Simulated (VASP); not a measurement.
# Te2Mo in VASP: notebook, part 3 of 4

VASP 6.6.1.

### Step 5. Single point, BLYP

This run uses another cell than the first one, of 27.45 Å³/atom, 0.946 times its volume.

INCAR reads:

```
SYSTEM = Te2Mo
PREC     = Accurate       ! precision mode
ENCUT    = 520            ! plane-wave cutoff, eV
EDIFF    = 1E-6           ! SCF threshold, eV
ISMEAR   = -1             ! smearing method
SIGMA    = 0.05           ! smearing width, eV
LREAL    = .FALSE.        ! projectors in reciprocal space
LASPH    = .TRUE.         ! aspherical terms in the spheres
NELM     = 60             ! most SCF steps
ALGO     = Normal         ! electronic algorithm
ISIF     = 2              ! what is computed and relaxed
LWAVE    = .FALSE.        ! write WAVECAR
LCHARG   = .FALSE.        ! write CHGCAR
GGA      = B5             ! functional
ALDAX    = 1.0          
AGGAX    = 1.0          
AGGAC    = 1.0          
ALDAC    = 0.0          
NBANDS   = 64             ! bands
```

KPOINTS reads:

```
regular mesh
0
G
  4 8 2
  0 0 0
```

POSCAR reads:

```
Te2Mo
1.0
    6.3464495577      0.0000000000      0.0000000000
    0.0000000000      3.4942155400      0.0000000000
   -0.5490254083      0.0000000000     14.8561586148
Te Mo
8 4
Direct
    0.0630865700      0.5000000000      0.4013918100
    0.9362609700      0.0000000000      0.5989235800
    0.5672046900      0.0000000000      0.3620628100
    0.4325395100      0.5000000000      0.6382740100
    0.0910474500      0.0000000000      0.1379227500
    0.9094538900      0.5000000000      0.8617520200
    0.5810927600      0.5000000000      0.0985498300
    0.4193469800      0.0000000000      0.9011539900
    0.3196862200      0.0000000000      0.5068268200
    0.6797845000      0.5000000000      0.4935200200
    0.1814915000      0.5000000000      0.0065316300
    0.8190039500      0.0000000000      0.9930897200
```

Potentials or basis: VASP PAW PBE potentials, release 64 (Te, Mo_sv).

On the command line:

```sh
cat potpaw_PBE.64/Te/POTCAR potpaw_PBE.64/Mo_sv/POTCAR > POTCAR
mpirun -np 1 vasp_std > vasp.out
```

OUTCAR:

```text
SYSTEM = Te2Mo
   PREC = Accurate
   ENCUT = 520
   EDIFF = 1E-6
   ISMEAR = -1
   LREAL = .FALSE.
   LASPH = .TRUE.
   NELM = 60
   ISIF = 2
   GGA = B5

 ion  position               nearest neighbor table
   1  0.063  0.500  0.401-   9 2.82   9 2.82  10 2.84   2 3.54   2 3.54   3 3.63   3 3.63
   2  0.936  0.000  0.599-  10 2.82  10 2.82   9 2.84   1 3.54   1 3.54   4 3.63   4 3.63
   3  0.567  0.000  0.362-  10 2.70  10 2.70   9 2.71   1 3.63   1 3.63
   4  0.433  0.500  0.638-   9 2.70   9 2.70  10 2.71   2 3.63   2 3.63
   5  0.091  0.000  0.138-  11 2.70  11 2.70  12 2.71   7 3.63   7 3.63
   6  0.909  0.500  0.862-  12 2.70  12 2.70  11 2.71   8 3.63   8 3.63
   7  0.581  0.500  0.099-  12 2.82  12 2.82  11 2.84   8 3.53   8 3.53   5 3.63   5 3.63
   8  0.419  0.000  0.901-  11 2.82  11 2.82  12 2.84   7 3.53   7 3.53   6 3.63   6 3.63
   9  0.320  0.000  0.507-   4 2.70   4 2.70   3 2.71   1 2.82   1 2.82   2 2.84  10 2.89  10 2.89

  10  0.680  0.500  0.494-   3 2.70   3 2.70   4 2.71   2 2.82   2 2.82   1 2.84   9 2.89   9 2.89

  11  0.181  0.500  0.007-   5 2.70   5 2.70   6 2.71   8 2.82   8 2.82   7 2.84  12 2.89  12 2.89

  12  0.819  0.000  0.993-   6 2.70   6 2.70   5 2.71   7 2.82   7 2.82   8 2.84  11 2.89  11 2.89

  LATTYP: Found a simple monoclinic cell.
 ALAT       =     6.3464495577
 B/A-ratio  =     0.5505780056
 C/A-ratio  =     2.3424593439
 COS(beta)  =    -0.0369308709

  Lattice vectors:

 A1 = (   6.3464495577,   0.0000000000,   0.0000000000)
 A2 = (   0.0000000000,   3.4942155400,   0.0000000000)
 A3 = (  -0.5490254083,   0.0000000000,  14.8561586148)

Analysis of symmetry for initial positions (statically):
=====================================================================
 Subroutine PRICEL returns:
 Original cell was already a primitive cell.

 Routine SETGRP: Setting up the symmetry group for a
 simple monoclinic supercell.

 Subroutine GETGRP returns: Found  2 space group operations
 (whereof  2 operations were pure point group operations)
 out of a pool of  4 trial point group operations.

The static configuration has the point symmetry C_1h.

Analysis of symmetry for dynamics (positions and initial velocities):
=====================================================================
 Subroutine PRICEL returns:
 Original cell was already a primitive cell.

 Routine SETGRP: Setting up the symmetry group for a
 simple monoclinic supercell.

 Subroutine GETGRP returns: Found  2 space group operations
 (whereof  2 operations were pure point group operations)
 out of a pool of  4 trial point group operations.

The dynamic configuration has the point symmetry C_1h.

 Subroutine INISYM returns: Found  2 space group operations
 (whereof  2 operations are pure point group operations),
 and found     1 'primitive' translations

----------------------------------------------------------------------------------------

                                     Primitive cell

  volume of cell :     329.4481

  direct lattice vectors                    reciprocal lattice vectors
     6.346449558  0.000000000  0.000000000     0.157568415  0.000000000  0.005823111
     0.000000000  3.494215540  0.000000000     0.000000000  0.286187268  0.000000000
    -0.549025408  0.000000000 14.856158615     0.000000000  0.000000000  0.067312152

  length of vectors
     6.346449558  3.494215540 14.866300067     0.157675978  0.286187268  0.067312152

[... 87 lines left out ...]
   ions per type =               8   4
   NGX,Y,Z   is equivalent  to a cutoff of  12.57, 13.32, 12.52 a.u.
   NGXF,Y,Z  is equivalent  to a cutoff of  25.15, 26.64, 25.05 a.u.
 SYSTEM =  Te2Mo
   PREC   = accura    normal or accurate (medium, high low for compatibility)
   ISTART =      0    job   : 0-new  1-cont  2-samecut
   ICHARG =      2    charge: 1-file 2-atom 10-const
   ISPIN  =      1    spin polarized calculation?
   LNONCOLLINEAR =      F non collinear calculations
   LSORBIT =      F    spin-orbit coupling
   LASPH  =      T    aspherical Exc in radial PAW
   ENCUT  =  520.0 eV  38.22 Ry    6.18 a.u.  11.80  6.50 27.64*2*pi/ulx,y,z
   NELM   =     60;   NELMIN=  2; NELMDL= -5     # of ELM steps
   EDIFF  = 0.1E-05   stopping-criterion for ELM
   LREAL  =      F    real-space projection
   EDIFFG = 0.1E-04   stopping-criterion for IOM
   NSW    =      0    number of steps for IOM
   IBRION =     -1    ionic relax: 0-MD 1-quasi-New 2-CG
   NFREE  =      0    steps in history (QN), initial steepest desc. (CG)
   ISIF   =      2    stress and relaxation
   ISYM   =      2    0-nonsym 1-usesym 2-fastsym
   POTIM  = 0.5000    time-step for ionic-motion
   TEBEG  =    0.0;   TEEND  =   0.0 temperature during run
   PSTRESS=    0.0 pullay stress
   NELECT =     104.0000    total number of electrons
   NUPDOWN=      -1.0000    fix difference up-down
   EMIN   =  10.00;   EMAX   =-10.00  energy-range for DOS
   EFERMI =   0.00;   METHOD = LEGACY
   ISMEAR =    -1;   SIGMA  =   0.05  broadening in eV -4-tet -1-fermi 0-gaus
   EFERMI_NEDOS =   21; number of points for ismear=-14 and -15
   IALGO  =     38    algorithm
   IMIX   =      4    mixing-type and parameters
     AMIX     =   0.40;   BMIX     =  1.00
     AMIX_MAG =   1.60;   BMIX_MAG =  1.00
  volume/ion in A,a.u.               =      27.45       185.27
  Fermi-wavevector in a.u.,A,eV,Ry     =   1.114697  2.106472 16.905918  1.242550
  Thomas-Fermi vector in A             =   2.251295
   LORBIT       =      0    0 simple, 1 ext, 2 COOP (PROOUT), +10 PAW based schemes
   GGA     = B5    functional components
   LHFCALC =     F    Hartree Fock is set to
   AEXX    =    0.0000 exact exchange contribution
   IVDW    =     0    specifies the selected vdW correction
   LEPSILON=     F    determine dielectric tensor
   LRPA    =     F    only Hartree local field effects (RPA)
 non-spin polarized calculation
  energy-cutoff  :      520.00
  volume of cell :      329.45
 maximum number of plane-waves:      8931
 NGX is ok and might be reduce to    48
   NGX = 23   NGY = 13   NGZ = 55

 number of electron     103.9999995 magnetization

 Free energy of the ion-electron system (eV)
  ---------------------------------------------------
  ext. energy  EPLUGINS =         0.00000000
  ---------------------------------------------------
  free energy    TOTEN  =       -60.63150169 eV

  energy without entropy =      -60.60622085  energy(sigma->0) =      -60.61886127

 E-fermi :   7.5661     XC(G=0):  -9.2593

 val. band max:        7.5582916300   @ k =   0.0000   0.1250   0.5000
 cond. band min:       7.5869560658   @ k =   0.0000   0.2500   0.0000
 fundamental gap:      0.0286644358
 Fermi energy:         7.5661125723

 k-point     1 :       0.0000    0.0000    0.0000
  band No.  band energies     occupation
      1     -53.2884      2.00000
      2     -53.2803      2.00000
      3     -53.2283      2.00000
      4     -53.2203      2.00000
      5     -27.6644      2.00000
      6     -27.6562      2.00000
[... 1597 lines left out ...]
     63       9.9662      0.00000
     64       9.9872      0.00000

 [... further k-points ...]

------------------------ aborting loop because EDIFF is reached ----------------------------------------

  FORCE on cell =-STRESS in cart. coord.  units (eV):
  Direction    XX          YY          ZZ          XY          YZ          ZX
  --------------------------------------------------------------------------------------
  -------------------------------------------------------------------------------------
  Total       13.4804313     13.0764657     12.1003382      0.0000000      0.0000000     -0.0009757
  in kB       65.5582448     63.5936732     58.8465544      0.0000000      0.0000000     -0.0047449
  external PRESSURE =      62.6661575 kB  Pullay stress =       0.0000000 kB

 VOLUME and BASIS-vectors are now :
 -----------------------------------------------------------------------------
  energy-cutoff  :      520.00
  volume of cell :      329.45
      direct lattice vectors                 reciprocal lattice vectors
     6.346449558  0.000000000  0.000000000     0.157568415  0.000000000  0.005823111
     0.000000000  3.494215540  0.000000000     0.000000000  0.286187268  0.000000000
    -0.549025408  0.000000000 14.856158615     0.000000000  0.000000000  0.067312152

 POSITION                                       TOTAL-FORCE (eV/Angst)
 -----------------------------------------------------------------------------------
      0.18000      1.74711      5.96314        -0.012793      0.000000     -0.441882
      5.61311      0.00000      8.89770         0.023385      0.000000      0.441743
      3.40095      0.00000      5.37886         0.033531      0.000000     -0.712232
      2.39466      1.74711      9.48230        -0.045088      0.000000      0.711949
      0.50210      0.00000      2.04900         0.026160      0.000000      0.719242
      5.29868      1.74711     12.80232        -0.027524      0.000000     -0.727321
      3.63377      1.74711      1.46407        -0.018673      0.000000      0.447453
      2.16661      0.00000     13.38769         0.022076      0.000000     -0.451148
      1.75061      0.00000      7.52950        -0.169198      0.000000     -0.077342
      4.04326      1.74711      7.33181         0.170276      0.000000      0.073590
      1.14824      1.74711      0.09703         0.167070      0.000000     -0.057409
      4.65254      0.00000     14.75350        -0.169222      0.000000      0.073358
 -----------------------------------------------------------------------------------
    total drift:                               -0.000135     -0.000000     -0.000071

  FREE ENERGIE OF THE ION-ELECTRON SYSTEM (eV)
  ---------------------------------------------------
  free  energy   TOTEN  =       -60.6315016935 eV

  energy  without entropy=      -60.6062208543  energy(sigma->0) =      -60.61886127
```

Wall time 9.9 min (1 thread of Intel Xeon 6975P-C (Granite Rapids), shared host); peak memory 0.66 GiB.

Results:

- Free energy: -60.6315 eV
- Pressure: 6.3 GPa
- Largest force: 0.728 eV/Å
- Band gap on the k mesh: zero (band 52 reaches 7.69 eV, above the bottom of band 53 at 7.55 eV)

Forces in eV/Å, atoms in the order of the input:
```
Te  -0.013  0.000 -0.442
Te   0.023  0.000  0.442
Te   0.034  0.000 -0.712
Te  -0.045  0.000  0.712
Te   0.026  0.000  0.719
Te  -0.028  0.000 -0.727
Te  -0.019  0.000  0.447
Te   0.022  0.000 -0.451
Mo  -0.169  0.000 -0.077
Mo   0.170  0.000  0.074
Mo   0.167  0.000 -0.057
Mo  -0.169  0.000  0.073
```

Caveat: the PAW data sets were made with another functional, which shifts forces and pressure a little; spin-orbit coupling is left out, which moves the levels of the heavy elements; this functional lacks dispersion, which binds the layers, so the pressure and a relaxed spacing across them are unreliable.

(Continued in part 4 of 4.)
